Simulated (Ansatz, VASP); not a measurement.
Given: the input of a run of Ansatz 0.2.0 on BN.

input.yaml

```yaml
crystal:
  lattice:
    - [0.0, 1.813001, 1.813001]
    - [1.813001, 0.0, 1.813001]
    - [1.813001, 1.813001, 0.0]
  atoms:
    - { symbol: "N", position: [0.25, 0.25, 0.25] }
    - { symbol: B, position: [0.0, 0.0, 0.0] }
kpoints:
  mp_grid: { grid: [13, 13, 13] }
scf:
  occupations: { method: gaussian, width: 0.021 }
hamiltonian:
  xc: pbe
  pseudopotentials: { kind: all_electron, lapw: { basis_error: 0.001 } }
output:
  forces: true
  stress: true
  eigenvalues: true
```

Potentials or basis: all-electron LAPW, scalar-relativistic.

Run with:

```bash
$ ansatz run input.yaml --threads 1 --pin off --max-ram 3072MiB --backend cpu --events-out ev --progress --plain --runs-dir out
```

Translate it to VASP 6.6.1. Potentials there: VASP PAW PBE potentials, release 64 (N, B).

As run (the cutoff follows the program's own potentials):

INCAR

```
SYSTEM = BN
PREC     = Accurate       ! precision mode
ENCUT    = 520            ! plane-wave cutoff, eV
EDIFF    = 1E-7           ! SCF threshold, eV
ISMEAR   = 0              ! smearing method
SIGMA    = 0.020999999999999998 ! smearing width, eV
LREAL    = .FALSE.        ! projectors in reciprocal space
LASPH    = .TRUE.         ! aspherical terms in the spheres
NELM     = 60             ! most SCF steps
ALGO     = Normal         ! electronic algorithm
ISIF     = 2              ! what is computed and relaxed
LWAVE    = .FALSE.        ! write WAVECAR
LCHARG   = .FALSE.        ! write CHGCAR
GGA      = PE             ! functional
NBANDS   = 11             ! bands
```

File KPOINTS:

```
regular mesh
0
G
  13 13 13
  0 0 0
```

File POSCAR:

```
BN
1.0
    0.0000000000      1.8130010000      1.8130010000
    1.8130010000      0.0000000000      1.8130010000
    1.8130010000      1.8130010000      0.0000000000
N B
1 1
Direct
    0.2500000000      0.2500000000      0.2500000000
    0.0000000000      0.0000000000      0.0000000000
```

Potentials or basis: VASP PAW PBE potentials, release 64 (N, B).

Launch:

```sh
$ cat potpaw_PBE.64/N/POTCAR potpaw_PBE.64/B/POTCAR > POTCAR
$ mpirun -np 1 vasp_std > vasp.out
```

Both were run:

|  | VASP | Ansatz | Ansatz less VASP |
| --- | --- | --- | --- |
| gap on the k mesh at the Fermi level (eV) | 4.52 | 4.53 | +0.008 |
| least direct gap on the mesh (eV) | 8.78 | 8.78 | +0.008 |
| pressure (GPa) | -0.2 | -0.4 | -0.24 |

Ansatz ran all-electron here, and VASP with PAW potentials.
